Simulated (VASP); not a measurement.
# LiC18 in VASP: further runs, part 2 of 2

VASP 6.6.1.

**3. Single point, PBEsol, collinear spin**

INCAR reads:

```
SYSTEM = LiC18
ALGO = Normal
EDIFF = 1E-7
ENCUT = 520
GGA = PS
ISIF = 2
ISMEAR = 0
ISPIN = 2
LASPH = .True.
LCHARG = .False.
LORBIT = 11
LREAL = Auto
LWAVE = .False.
MAGMOM = 0 0 0 0 0 0 0 0 0 0 0 0 0 0 0 0 0 0 1
NBANDS = 56
NELM = 150
PREC = Accurate
SIGMA = 0.02
```

KPOINTS reads:

```
k-points
0
Gamma
  2 2 1
  0 0 0
```

POSCAR reads:

```
LiC18
1.0
    7.3980000000      0.0000000000      0.0000000000
   -3.6990000000      6.4068560000      0.0000000000
    0.0000000000      0.0000000000     13.0000000000
C Li
18 1
Direct
   -0.0013623593     -0.0040780841      0.0781882544
    0.2203729633      0.1060355456      0.0781214262
   -0.0023410714      0.3287594628      0.0782081375
    0.2197553862      0.4398041812      0.0771251144
   -0.0013489408      0.6625875418      0.0782223639
    0.2203860238      0.7741863675      0.0783263746
    0.3319927071     -0.0040796815      0.0781898234
    0.5541991626      0.1070225498      0.0782031208
    0.3314220275      0.3281322078      0.0769844363
    0.5547617731      0.4398029983      0.0770548791
    0.3314320345      0.6631331500      0.0773226577
    0.5547482880      0.7747854612      0.0773886325
    0.6657981654     -0.0031126282      0.0783650324
    0.8875323861      0.1070242360      0.0782144984
    0.6658125901      0.3287577109      0.0781638739
    0.8875469014      0.4403803231      0.0781843802
    0.6664191782      0.6631358171      0.0772600825
    0.8885171325      0.7741888557      0.0782901040
    0.4424987519      0.5497005849      0.2043411079
```

Potentials or basis: VASP PAW PBE potentials, release 64 (C, Li_sv).

Run with:

```console
> cat potpaw_PBE.64/C/POTCAR potpaw_PBE.64/Li_sv/POTCAR > POTCAR
> mpirun -np 1 vasp_std > vasp.out
```

OUTCAR:

```text
SYSTEM = LiC18
   EDIFF = 1E-7
   ENCUT = 520
   GGA = PS
   ISIF = 2
   ISMEAR = 0
   ISPIN = 2
   LASPH = .True.
   LORBIT = 11
   LREAL = Auto
   NELM = 150
   PREC = Accurate

 ion  position               nearest neighbor table
   1  0.999  0.996  0.078-  18 1.42   2 1.42  14 1.42
   2  0.220  0.106  0.078-   7 1.42   1 1.42   9 1.42
   3  0.998  0.329  0.078-  16 1.42  14 1.42   4 1.42
   4  0.220  0.440  0.077-   3 1.42  11 1.43   9 1.43  19 2.18
   5  0.999  0.663  0.078-   6 1.42  18 1.42  16 1.42
   6  0.220  0.774  0.078-   7 1.42   5 1.42  11 1.42
   7  0.332  0.996  0.078-   6 1.42   2 1.42   8 1.42
   8  0.554  0.107  0.078-  13 1.42  15 1.42   7 1.42
   9  0.331  0.328  0.077-   2 1.42   4 1.43  10 1.43  19 2.18
  10  0.555  0.440  0.077-  15 1.42  17 1.43   9 1.43  19 2.18
  11  0.331  0.663  0.077-   6 1.42  12 1.43   4 1.43  19 2.19
  12  0.555  0.775  0.077-  13 1.42  11 1.43  17 1.43  19 2.19
  13  0.666  0.997  0.078-  14 1.42   8 1.42  12 1.42
  14  0.888  0.107  0.078-  13 1.42   3 1.42   1 1.42
  15  0.666  0.329  0.078-  16 1.42   8 1.42  10 1.42
  16  0.888  0.440  0.078-   3 1.42  15 1.42   5 1.42
  17  0.666  0.663  0.077-  18 1.42  12 1.43  10 1.43  19 2.19
  18  0.889  0.774  0.078-   1 1.42   5 1.42  17 1.42
  19  0.442  0.550  0.204-   9 2.18  10 2.18   4 2.18  17 2.19  11 2.19  12 2.19

  LATTYP: Found a hexagonal cell.
 ALAT       =     7.3980000000
 C/A-ratio  =     1.7572316842

  Lattice vectors:

 A1 = (   7.3980000000,   0.0000000000,   0.0000000000)
 A2 = (  -3.6990000000,   6.4068560000,   0.0000000000)
 A3 = (   0.0000000000,   0.0000000000,  13.0000000000)

Analysis of symmetry for initial positions (statically):
=====================================================================
 Subroutine PRICEL returns:
 Original cell was already a primitive cell.

 Routine SETGRP: Setting up the symmetry group for a
 hexagonal supercell.

 Subroutine GETGRP returns: Found  1 space group operations
 (whereof  1 operations were pure point group operations)
 out of a pool of 24 trial point group operations.

The static configuration has the point symmetry C_1 .

Analysis of symmetry for dynamics (positions and initial velocities):
=====================================================================
 Subroutine PRICEL returns:
 Original cell was already a primitive cell.

 Routine SETGRP: Setting up the symmetry group for a
 hexagonal supercell.

 Subroutine GETGRP returns: Found  1 space group operations
 (whereof  1 operations were pure point group operations)
 out of a pool of 24 trial point group operations.

The dynamic configuration has the point symmetry C_1 .

Analysis of structural, dynamic, and magnetic symmetry:
=====================================================================
 Subroutine PRICEL returns:
 Original cell was already a primitive cell.

 Routine SETGRP: Setting up the symmetry group for a
 hexagonal supercell.

 Subroutine GETGRP returns: Found  1 space group operations
 (whereof  1 operations were pure point group operations)
 out of a pool of 24 trial point group operations.

The overall configuration has the point symmetry C_1 .

 Subroutine INISYM returns: Found  1 space group operations
[... 120 lines left out ...]
   PSTRESS=    0.0 pullay stress
   NELECT =      75.0000    total number of electrons
   NUPDOWN=      -1.0000    fix difference up-down
   EMIN   =  10.00;   EMAX   =-10.00  energy-range for DOS
   EFERMI =   0.00;   METHOD = LEGACY
   ISMEAR =     0;   SIGMA  =   0.02  broadening in eV -4-tet -1-fermi 0-gaus
   EFERMI_NEDOS =   21; number of points for ismear=-14 and -15
   IALGO  =     38    algorithm
   IMIX   =      4    mixing-type and parameters
     AMIX     =   0.40;   BMIX     =  1.00
     AMIX_MAG =   1.60;   BMIX_MAG =  1.00
  volume/ion in A,a.u.               =      32.43       218.85
  Fermi-wavevector in a.u.,A,eV,Ry     =   0.811324  1.533180  8.955991  0.658247
  Thomas-Fermi vector in A             =   1.920663
   LORBIT       =     11    0 simple, 1 ext, 2 COOP (PROOUT), +10 PAW based schemes
   GGA     = PS    functional components
   LHFCALC =     F    Hartree Fock is set to
   AEXX    =    0.0000 exact exchange contribution
   IVDW    =     0    specifies the selected vdW correction
   LEPSILON=     F    determine dielectric tensor
   LRPA    =     F    only Hartree local field effects (RPA)
 spin polarized calculation
 Gauss-broadening in eV      SIGMA  =   0.02
  energy-cutoff  :      520.00
  volume of cell :      616.17
 maximum number of plane-waves:     16651
 NGX is ok and might be reduce to    56
   NGX = 27   NGY = 27   NGZ = 49

 number of electron      74.9999992 magnetization      -0.0000866

 number of electron      74.9999992 magnetization       0.0000028

 Free energy of the ion-electron system (eV)
  ---------------------------------------------------
  ext. energy  EPLUGINS =         0.00000000
  ---------------------------------------------------
  free energy    TOTEN  =      -175.42104119 eV

  energy without entropy =     -175.42104119  energy(sigma->0) =     -175.42104119

 E-fermi :  -1.0703     XC(G=0):  -3.3989

 val. band max:       -1.1743395819   @ k =   0.0000   0.0000   0.0000
 cond. band min:       0.3971886719   @ k =   0.5000   0.0000   0.0000
 fundamental gap:      1.5715282538
 Fermi energy:        -1.0703218450

 spin component 1

 k-point     1 :       0.0000    0.0000    0.0000
  band No.  band energies     occupation
      1     -48.6777      1.00000
      2     -20.6102      1.00000
      3     -18.1915      1.00000
      4     -18.0731      1.00000
      5     -18.0730      1.00000
      6     -17.8938      1.00000
[... 197 lines left out ...]
     48       3.6795      0.00000
     49       3.8265      0.00000
 Fermi energy:        -1.0703218450

 spin component 2

 k-point     1 :       0.0000    0.0000    0.0000
  band No.  band energies     occupation
      1     -48.6777      1.00000
      2     -20.6102      1.00000
      3     -18.1915      1.00000
      4     -18.0731      1.00000
      5     -18.0730      1.00000
      6     -17.8938      1.00000
[... 197 lines left out ...]
     48       3.6762      0.00000
     49       3.8245      0.00000
 [bands above 49 left out]

------------------------ aborting loop because EDIFF is reached ----------------------------------------

  FORCE on cell =-STRESS in cart. coord.  units (eV):
  Direction    XX          YY          ZZ          XY          YZ          ZX
  --------------------------------------------------------------------------------------
  -------------------------------------------------------------------------------------
  Total        2.1981079      2.1862998     -0.1136599     -0.0052029      0.0209451     -0.0124857
  in kB        5.7155358      5.6848322     -0.2955393     -0.0135285      0.0544615     -0.0324654
  external PRESSURE =       3.7016096 kB  Pullay stress =       0.0000000 kB

 VOLUME and BASIS-vectors are now :
 -----------------------------------------------------------------------------
  energy-cutoff  :      520.00
  volume of cell :      616.17
      direct lattice vectors                 reciprocal lattice vectors
     7.398000000  0.000000000  0.000000000     0.135171668  0.078041398  0.000000000
    -3.699000000  6.406856000  0.000000000     0.000000000  0.156082796  0.000000000
     0.000000000  0.000000000 13.000000000     0.000000000  0.000000000  0.076923077

 POSITION                                       TOTAL-FORCE (eV/Angst)
 -----------------------------------------------------------------------------------
      3.70401      6.38073      1.01645        -0.001944      0.008149     -0.002816
      1.23809      0.67935      1.01558        -0.000108      0.008568      0.001584
      6.16460      2.10631      1.01671         0.008783      0.003580      0.001788
     -0.00109      2.81776      1.00263        -0.006839     -0.005122     -0.006433
      4.93711      4.24510      1.01689         0.005921     -0.003797     -0.003537
     -1.23330      4.96010      1.01824         0.008455      0.000447     -0.001352
[... 11 lines left out ...]
      3.70953      4.96012      1.01777        -0.000819     -0.002347     -0.002310
      1.24026      3.52185      2.65643        -0.001914      0.017741      0.047439
 -----------------------------------------------------------------------------------
    total drift:                               -0.002211     -0.001474     -0.033583

  FREE ENERGIE OF THE ION-ELECTRON SYSTEM (eV)
  ---------------------------------------------------
  free  energy   TOTEN  =      -175.4210411944 eV

  energy  without entropy=     -175.4210411944  energy(sigma->0) =     -175.42104119

 total charge

# of ion       s       p       d       tot
------------------------------------------
    1        0.856   1.792   0.000   2.649
    2        0.856   1.795   0.000   2.651
    3        0.856   1.795   0.000   2.651
    4        0.854   1.795   0.000   2.648
    5        0.857   1.792   0.000   2.649
    6        0.856   1.795   0.000   2.651
[... 11 lines left out ...]
   18        0.856   1.795   0.000   2.651
   19        2.010   0.064   0.000   2.074
--------------------------------------------------
tot         17.406  32.356   0.000  49.762

 magnetization (x)

# of ion       s       p       d       tot
------------------------------------------
    1        0.000  -0.000   0.000  -0.000
    2       -0.000  -0.000   0.000  -0.000
    3       -0.000  -0.000   0.000  -0.000
    4       -0.000  -0.000   0.000  -0.000
    5        0.000  -0.000   0.000  -0.000
    6        0.000  -0.000   0.000  -0.000
[... 11 lines left out ...]
   18       -0.000  -0.000   0.000  -0.000
   19        0.000   0.000   0.000   0.000
--------------------------------------------------
tot         -0.000  -0.000   0.000  -0.000
```

It took 9.8 min on 1 thread of Intel Xeon Platinum 8259CL at 2.50GHz (Skylake/Cascade Lake), shared host; peak memory 0.93 GiB.

Results:

- Free energy: -175.4210 eV
- Largest force: 0.051 eV/Å
- Net moment: 0.00 μB per cell
- Valence electrons inside the program's atomic spheres: C 2.65; Li 2.07

Forces on the atoms (eV/Å):
```
C   -0.002  0.008 -0.003
C    0.000  0.009  0.002
C    0.009  0.004  0.002
C   -0.007 -0.005 -0.006
C    0.006 -0.004 -0.004
C    0.008  0.000 -0.001
C    0.006  0.003  0.005
C   -0.005 -0.003  0.002
C   -0.002 -0.008 -0.003
C    0.003 -0.009 -0.007
C   -0.009 -0.009 -0.009
C   -0.006  0.006 -0.012
C   -0.004 -0.005 -0.002
C    0.007 -0.001 -0.003
C   -0.005 -0.001  0.003
C    0.003  0.002  0.000
C    0.000 -0.002 -0.009
C   -0.001 -0.002 -0.002
Li  -0.002  0.018  0.047
```

Levels at points of the mesh, in eV from the Fermi level:
Spin up:
```csv
k point,band 34,band 35,band 36,band 37,band 38,band 39,band 40,band 41
"(0.00, 0.00, 0.00)",-2.98,-2.98,-0.23,-0.23,-0.10,-0.10,1.67,3.53
"(0.50, 0.00, 0.00)",-2.93,-2.73,-2.71,-2.42,1.47,2.08,2.33,2.33
"(0.00, 0.50, 0.00)",-2.93,-2.73,-2.71,-2.42,1.47,2.08,2.33,2.33
"(0.50, 0.50, 0.00)",-2.93,-2.73,-2.71,-2.42,1.47,2.08,2.33,2.33
```
Spin down:
```csv
k point,band 34,band 35,band 36,band 37,band 38,band 39,band 40,band 41
"(0.00, 0.00, 0.00)",-2.98,-2.98,-0.23,-0.23,-0.10,-0.10,1.67,3.53
"(0.50, 0.00, 0.00)",-2.93,-2.73,-2.71,-2.42,1.47,2.08,2.33,2.33
"(0.00, 0.50, 0.00)",-2.93,-2.73,-2.71,-2.42,1.47,2.08,2.33,2.33
"(0.50, 0.50, 0.00)",-2.93,-2.73,-2.71,-2.42,1.47,2.08,2.33,2.33
```

Caveat: the k points lie up to 0.49 Å⁻¹ apart; the cutoff is under 1.25 times the usual one of these potentials, so pressure, stress and relaxed cells hold a basis-set (Pulay) error; there is no dipole correction, which matters where the two faces differ; the PAW data sets were made with another functional, which shifts forces and pressure a little.
